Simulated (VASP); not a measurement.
Input of a VASP 6.6.1 run:

POSCAR

```
Ni
1.0
    0.0000000000      1.7380692794      1.7380692794
    1.7380692794      0.0000000000      1.7380692794
    1.7380692794      1.7380692794      0.0000000000
Ni
1
Direct
    0.0000000000      0.0000000000      0.0000000000
```

File INCAR.step1:

```
SYSTEM = Ni
PREC = Accurate ; ENCUT = 520
ISMEAR = -1 ; SIGMA = 0.05
LREAL = .False. ; LASPH = .True.
NELM = 150 ; ISPIN = 2
MAGMOM = 0.8 ; LMAXMIX = 4
NBANDS = 15 ; GGA = PE
ALGO = Normal ; EDIFF = 1E-4
LWAVE = .True. ; LCHARG = .False.
```

Contents of INCAR.step2:

```
SYSTEM = Ni
PREC = Accurate ; ENCUT = 520
EDIFF = 1E-6 ; ISMEAR = -1
SIGMA = 0.05 ; LREAL = .False.
LASPH = .True. ; NELM = 150
ALGO = Normal ; ISIF = 2
LWAVE = .False. ; LCHARG = .False.
ISPIN = 2 ; MAGMOM = 0.8
LORBIT = 11 ; LMAXMIX = 4
METAGGA = R2SCAN ; LMIXTAU = .True.
NBANDS = 15 ; ISTART = 1
```

KPOINTS

```
Automatic mesh
0
Gamma
  15 15 15
  0 0 0
```

Potentials or basis: VASP PAW PBE potentials, release 64 (Ni).

Launch:

```bash
$ cat potpaw_PBE.64/Ni/POTCAR > POTCAR
$ cp INCAR.step1 INCAR
$ mpirun -np 1 vasp_std > vasp.out
$ cp INCAR.step2 INCAR
$ mpirun -np 1 vasp_std > vasp.out
```

Question: Predict the net moment.

Answer: 0.69 μB per cell.

Question: Estimate the site moments.

Answer: Ni +0.71 μB.

Question: Predict the pressure.

Answer: 0.5 GPa.

Caveat: the PAW data sets were made with another functional, which shifts forces and pressure a little.
